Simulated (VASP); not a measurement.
# P (C2/m) in VASP: notebook, part 2 of 2

VASP 6.6.1. The steps go on from the part before.

## Step 4: Single point, r2SCAN (strain +0.025 along x and y, +0.050 along z)

Contents of POSCAR:

```
P
1.0
    4.9475767688     -4.3976292736      0.0041713751
    4.9475767688      4.3976292736      0.0041713751
   -0.0196034236      0.0000000000      5.8349494366
P
8
Direct
    0.8445541634      0.8445541634      0.2497776141
    0.1554458366      0.1554458366      0.7502223859
    0.7147119175      0.7147119175      0.5725434636
    0.2852880825      0.2852880825      0.4274565364
    0.5201056102      0.7754040928      0.2507555601
    0.2245959072      0.4798943898      0.7492444399
    0.4798943898      0.2245959072      0.7492444399
    0.7754040928      0.5201056102      0.2507555601
```

Contents of INCAR.step1:

```
SYSTEM = P
PREC     = Accurate       ! precision mode
ENCUT    = 520            ! plane-wave cutoff, eV
ISMEAR   = 0              ! smearing method
SIGMA    = 0.05           ! smearing width, eV
LREAL    = .False.        ! projectors in reciprocal space
LASPH    = .True.         ! aspherical terms in the spheres
NELM     = 100            ! most SCF steps
NBANDS   = 30             ! bands
GGA      = PE             ! functional
ALGO     = Normal         ! electronic algorithm
EDIFF    = 1E-4           ! SCF threshold, eV
LWAVE    = .True.         ! write WAVECAR
LCHARG   = .False.        ! write CHGCAR
```

Contents of INCAR.step2:

```
SYSTEM = P
PREC     = Accurate       ! precision mode
ENCUT    = 520            ! plane-wave cutoff, eV
EDIFF    = 1E-6           ! SCF threshold, eV
ISMEAR   = 0              ! smearing method
SIGMA    = 0.05           ! smearing width, eV
LREAL    = .False.        ! projectors in reciprocal space
LASPH    = .True.         ! aspherical terms in the spheres
NELM     = 100            ! most SCF steps
ALGO     = Normal         ! electronic algorithm
ISIF     = 2              ! what is computed and relaxed
LWAVE    = .False.        ! write WAVECAR
LCHARG   = .True.         ! write CHGCAR
METAGGA  = R2SCAN         ! meta-GGA
LMIXTAU  = .True.       
LELF     = .True.         ! ELF
LVHAR    = .True.       
NBANDS   = 30             ! bands
ISTART   = 1
```

Contents of KPOINTS:

```
Automatic mesh
0
Gamma
  4 4 4
  0 0 0
```

Potentials or basis: VASP PAW PBE potentials, release 64 (P).

The run is started by

```sh
$ cat potpaw_PBE.64/P/POTCAR > POTCAR
$ cp INCAR.step1 INCAR
$ mpirun -np 1 vasp_std > vasp.out
$ cp INCAR.step2 INCAR
$ mpirun -np 1 vasp_std > vasp.out
```

OUTCAR:

```text
SYSTEM = P
   PREC = Accurate
   ENCUT = 520
   EDIFF = 1E-6
   ISMEAR = 0
   LREAL = .False.
   LASPH = .True.
   NELM = 100
   ISIF = 2
   METAGGA = R2SCAN
   ISTART = 1

 ion  position               nearest neighbor table
   1  0.845  0.845  0.250-   5 2.25   8 2.25   3 2.28
   2  0.155  0.155  0.750-   6 2.25   7 2.25   4 2.28
   3  0.715  0.715  0.573-   1 2.28   5 2.28   8 2.28
   4  0.285  0.285  0.427-   2 2.28   6 2.28   7 2.28
   5  0.520  0.775  0.251-   8 2.25   1 2.25   3 2.28
   6  0.225  0.480  0.749-   7 2.25   2 2.25   4 2.28
   7  0.480  0.225  0.749-   6 2.25   2 2.25   4 2.28
   8  0.775  0.520  0.251-   5 2.25   1 2.25   3 2.28

  LATTYP: Found a base centered monoclinic cell.
 ALAT       =     9.8951570545
 B/A-ratio  =     0.8888447650
 C/A-ratio  =     0.5896806220
 COS(beta)  =    -0.0025165262

  Lattice vectors:

 A1 = (   4.9475767688,  -4.3976292736,   0.0041713751)
 A2 = (   4.9475767688,   4.3976292736,   0.0041713751)
[... 190 lines left out ...]
 val. band max:       -0.0056426913   @ k =   0.5000   0.0000   0.5000
 cond. band min:       3.1790014945   @ k =   0.0000   0.0000   0.0000
 fundamental gap:      3.1846441858
 Fermi energy:         0.2442471494

 k-point     1 :       0.0000    0.0000    0.0000
  band No.  band energies     occupation
      1     -14.2865      2.00000
      2     -14.1003      2.00000
      3      -7.7477      2.00000
      4      -7.7062      2.00000
      5      -7.6784      2.00000
      6      -7.5356      2.00000
[... 781 lines left out ...]
     29       5.1789      0.00000
     30       5.3336      0.00000

------------------------ aborting loop because EDIFF is reached ----------------------------------------

  FORCE on cell =-STRESS in cart. coord.  units (eV):
  Direction    XX          YY          ZZ          XY          YZ          ZX
  --------------------------------------------------------------------------------------
  -------------------------------------------------------------------------------------
  Total       -6.3617166     -6.3175093     -9.1607934      0.0000000      0.0000000     -0.0182252
  in kB      -40.1425929    -39.8636435    -57.8048386      0.0000000      0.0000000     -0.1150015
  external PRESSURE =     -45.9370250 kB  Pullay stress =       0.0000000 kB

 VOLUME and BASIS-vectors are now :
 -----------------------------------------------------------------------------
  energy-cutoff  :      520.00
  volume of cell :      253.91
      direct lattice vectors                 reciprocal lattice vectors
     4.947576769 -4.397629274  0.004171375     0.101059288 -0.113697624  0.000339524
     4.947576769  4.397629274  0.004171375     0.101059288  0.113697624  0.000339524
    -0.019603424  0.000000000  5.834949437    -0.000144494  0.000000000  0.171380605

 POSITION                                       TOTAL-FORCE (eV/Angst)
 -----------------------------------------------------------------------------------
      8.35210      0.00000      1.46449        -1.507702      0.000000      0.752009
      1.52345      0.00000      4.37881         1.507702      0.000000     -0.752009
      7.06096      0.00000      3.34672        -0.017510      0.000000     -2.249806
      2.81459      0.00000      2.49657         0.017510      0.000000      2.249806
      6.40472      1.12271      1.46855         0.755490     -1.291788      0.749143
      3.47083      1.12271      4.37474        -0.755490     -1.291788     -0.749143
      3.47083     -1.12271      4.37474        -0.755490      1.291788     -0.749143
      6.40472     -1.12271      1.46855         0.755490      1.291788      0.749143
 -----------------------------------------------------------------------------------
    total drift:                               -0.000000     -0.000000     -0.000000

  FREE ENERGIE OF THE ION-ELECTRON SYSTEM (eV)
  ---------------------------------------------------
  free  energy   TOTEN  =       -70.3343543365 eV

  energy  without entropy=      -70.3343543365  energy(sigma->0) =      -70.33435434
```

OUTCAR.step1:

```text
SYSTEM = P
   PREC = Accurate
   ENCUT = 520
   ISMEAR = 0
   LREAL = .False.
   LASPH = .True.
[... 1037 lines left out ...]
      3.47083      1.12271      4.37474        -0.551733     -0.906901     -0.597411
      3.47083     -1.12271      4.37474        -0.551733      0.906901     -0.597411
      6.40472     -1.12271      1.46855         0.551733      0.906901      0.597411
 -----------------------------------------------------------------------------------
    total drift:                               -0.000000     -0.000000     -0.000000

  FREE ENERGIE OF THE ION-ELECTRON SYSTEM (eV)
  ---------------------------------------------------
  free  energy   TOTEN  =       -41.9353648840 eV

  energy  without entropy=      -41.9353648840  energy(sigma->0) =      -41.93536488
```

Run time: 4.6 min. Hardware: 1 thread of Intel Xeon 6975P-C (Granite Rapids), shared host; peak memory 0.43 GiB.

Results:

| Quantity | Value |
| --- | --- |
| Free energy | -70.3344 eV |
| Pressure | -4.6 GPa |
| Largest force | 2.250 eV/Å |
| Band gap on the k mesh | 3.18 eV (least direct gap 3.49 eV) |

Forces in eV/Å, atoms in the order of the input:
```
P   -1.508  0.000  0.752
P    1.508  0.000 -0.752
P   -0.018  0.000 -2.250
P    0.018  0.000  2.250
P    0.755 -1.292  0.749
P   -0.755 -1.292 -0.749
P   -0.755  1.292 -0.749
P    0.755  1.292  0.749
```

Stress tensor (GPa, compression positive):
```
-4.01  0.00 -0.01
 0.00 -3.99  0.00
-0.01  0.00 -5.78
```

Caveat: the cell differs from its parent crystal (strain +0.025 along x and y, +0.050 along z); the cell stands under tension; the PAW data sets were made with another functional, which shifts forces and pressure a little. A k mesh can miss the band edges.

## Step 5: Summary

| cell | gap on the mesh (eV) | pressure (GPa) | largest force (eV/Å) |
| --- | --- | --- | --- |
| a = 6.619, b = 6.619, c = 5.696 Å, angles 90.1, 90.1, 83.3°, 8 atoms | 3.25 | -3.8 | 1.48 |
| a = 6.781, b = 6.781, c = 5.557 Å, angles 90.1, 90.1, 83.3°, 8 atoms | 3.28 | -4.5 | 2.11 |
| a = 6.619, b = 6.619, c = 5.835 Å, angles 90.1, 90.1, 83.3°, 8 atoms | 3.18 | -4.6 | 2.25 |

Alike in all rows: task single point; level r2SCAN; potentials or basis VASP PAW PBE potentials, release 64 (P); no spin polarisation; k mesh 4 × 4 × 4; cutoff (eV) 520; smearing gaussian 0.05 eV.

Caveats: the cell stands under tension; the PAW data sets were made with another functional, which shifts forces and pressure a little.

Total energies depend on the potentials used, so only differences within one code and one set of settings carry meaning.
